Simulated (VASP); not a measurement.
## CdTe: single point with PBE

Crystal: CdTe.

```
Cd Te
1.0
     3.09185    0.00000    0.00000
     0.00000    3.09185    0.00000
     0.00000    0.00000    6.38881
Cd Te
1 1
Direct
  0.00000 0.00000 0.50000
  0.00000 0.00000 0.00000
```

```
Program                : VASP 6.6.1
Task                   : single point
Functional             : PBE
Potentials or basis    : VASP PAW PBE potentials, release 64 (Cd, Te)
Cutoff                 : 500 eV
k mesh                 : 5 × 5 × 4
Occupations            : gaussian, width 0.2 eV
Spin                   : no spin polarisation
Dipole correction      : no
Further INCAR settings : ALGO = Normal; EDIFF = 1e-06; NBANDS = 16
```

```
Pressure               : 0.1 GPa
Band gap on the k mesh : zero (band 9 reaches 6.41 eV, above the bottom of band 10 at 3.43 eV)
```

Stress tensor (GPa, compression positive):
```
-0.10  0.00  0.00
 0.00 -0.10  0.00
 0.00  0.00  0.37
```

Levels at points of the mesh, in eV from the Fermi level:
| k point | band 7 | band 8 | band 9 | band 10 | band 11 | band 12 |
| --- | --- | --- | --- | --- | --- | --- |
| (0.00, 0.00, 0.00) | -4.86 | -4.33 | 2.64 | 2.64 | 5.17 | 7.31 |
| (0.00, 0.00, 0.50) | -6.31 | -0.96 | 1.17 | 2.69 | 2.69 | 7.31 |

It took 6.3 s on 1 thread of Intel(R) Xeon(R) 6975P-C (Granite Rapids) (shared host), peak memory 0.17 GiB.

Caveat: the k points lie up to 0.41 Å⁻¹ apart; spin-orbit coupling is left out, which moves the levels of the heavy elements.
